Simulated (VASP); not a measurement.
Be2CdS2:

```
Be Cd S
1.0
     3.59621    0.00000    0.00000
    -1.79811    3.11441    0.00000
     0.00000    0.00000    6.19460
Be Cd S
2 1 2
Direct
  0.33333 0.66667 0.37730
  0.66667 0.33333 0.62270
  0.00000 0.00000 0.00000
  0.33333 0.66667 0.73460
  0.66667 0.33333 0.26540
```

```yaml
Program: VASP 6.6.1
Task: relaxation of cell and atoms
Functional: PBE
Potentials_or_basis: VASP PAW PBE potentials, release 64 (Be, Cd, S)
Cutoff: 600 eV
k_mesh: 6 × 6 × 4
Occupations: gaussian, width 0.1 eV
Spin: no spin polarisation
```

At the start: pressure 15.6 GPa; volume 13.88 Å³/atom.

**Question.** Where does the relaxation end?

**Answer.** Over 19 steps the energy falls by 741.3 meV/atom and the volume is 19.61 Å³/atom (+41.3 %); space group P-3m1 (No. 164, to 0.05 Å).

The path:
| step | energy change (eV) | largest force (eV/Å) | pressure (GPa) | volume (Å³) |
| --- | --- | --- | --- | --- |
| 1 | 0.0000 | 2.2490 | 15.65 | 69.38 |
| 2 | -1.2889 | 2.0292 | -0.25 | 83.84 |
| 3 | -1.4904 | 1.9848 | -6.50 | 95.84 |
| 4 | -2.5989 | 1.1216 | -5.23 | 95.96 |
| 5 | -1.4523 | 6.0635 | 18.26 | 92.60 |
| 6 | -3.1525 | 1.1437 | 0.42 | 95.43 |
| 7 | -3.5696 | 0.5615 | 1.17 | 95.86 |
| 8 | -3.5753 | 0.5662 | 1.94 | 95.73 |
| 9 | -3.5780 | 0.5482 | 1.70 | 95.78 |
| 10 | -3.6305 | 0.3991 | -1.36 | 99.94 |
| 11 | -3.6314 | 0.4198 | -1.04 | 99.46 |
| 12 | -3.6672 | 0.3222 | -0.75 | 98.35 |
| 13 | -3.6964 | 0.2554 | -0.04 | 96.16 |
| 14 | -3.6967 | 0.2446 | -0.09 | 96.35 |
| 15 | -3.7003 | 0.0709 | 0.68 | 95.95 |
| 16 | -3.7014 | 0.0330 | 0.42 | 96.08 |
| 17 | -3.7039 | 0.0382 | 0.00 | 97.23 |
| 18 | -3.7041 | 0.0387 | -0.12 | 97.60 |
| 19 | -3.7065 | 0.0238 | -0.05 | 98.03 |

Final structure:
```xyz
5
Lattice="3.4404 0.0000 0.0000 -1.7202 2.9795 0.0000 0.0000 0.0000 9.5629" Properties=species:S:1:pos:R:3 pbc="T T T"
Be    0.0000    1.9863    3.9898
Be    1.7202    0.9932    5.5732
Cd    0.0000    0.0000    0.0000
S     0.0000    1.9863    6.1921
S     1.7202    0.9932    3.3708
```

Caveat: the volume moved by over 15 % at a fixed basis, so the end points are rough.
